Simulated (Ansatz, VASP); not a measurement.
**Two plane-wave programs on P**

Contents of INCAR:

```
SYSTEM = P
PREC = Accurate
ENCUT = 600
EDIFF = 1E-6
ISMEAR = 0
SIGMA = 0.1
LREAL = .FALSE.
LASPH = .TRUE.
NELM = 100
ALGO = Normal
ISIF = 3
LWAVE = .FALSE.
LCHARG = .FALSE.
GGA = PE
IBRION = 2
NSW = 100
EDIFFG = -0.01
```

Contents of KPOINTS:

```
regular mesh
0
G
  22 22 22
  0 0 0
```

Contents of POSCAR:

```
P
1.0
    2.4826665017      0.0000000000      0.0000000000
    0.0000000000      2.4826665017      0.0000000000
    0.0000000000      0.0000000000      2.3842763694
P
1
Direct
    0.0000000000      0.0000000000      0.0000000000
```

Input for Ansatz:

```yaml
crystal:
  lattice:
    - [2.4826665017, 0.0, 0.0]
    - [0.0, 2.4826665017, 0.0]
    - [0.0, 0.0, 2.3842763694]
  atoms:
    - { symbol: P, position: [0.0, 0.0, 0.0] }
basis:
  ecutwfc: 420
kpoints:
  mp_grid: { grid: [22, 22, 22] }
hamiltonian:
  xc: pbe
scf:
  occupations: { method: gaussian, width: 0.1 }
output:
  forces: true
  stress: true
  eigenvalues: true
  write_density: true
  write_potential: true
  elf: true
  volumetric_format: npy
relax:
  adjacent_minimum: "off"
  f_tol: 0.01
  max_steps: 80
  cell: { stress_tol: 0.05 }
```

Alike in both runs: task relaxation of cell and atoms; functional PBE; k mesh 22 × 22 × 22; occupations gaussian, width 0.1 eV; no spin polarisation.

|  | VASP | Ansatz |
| --- | --- | --- |
| version | VASP 6.6.1 | Ansatz 0.2.0 |
| potentials or method | VASP PAW PBE potentials, release 64 (P), cutoff 600 eV | scalar-relativistic, plane waves, PAW |
| valence electrons in the cell | 5 | 5 |

Ansatz gave:

| Quantity | Value |
| --- | --- |
| gap on the k mesh at the Fermi level, each at its own relaxed structure (eV) | none |
| relaxed volume (Å³/atom) | 14.61 |
| relaxed cell length with the largest relative difference (Å) | 2.444 |

Task: What did VASP give for the same quantities?

Result: gap on the k mesh at the Fermi level, each at its own relaxed structure (eV): none; relaxed volume (Å³/atom): 14.58; relaxed cell length with the largest relative difference (Å): 2.442.

A gap of «none» marks a metal or a gap that the smearing closes.
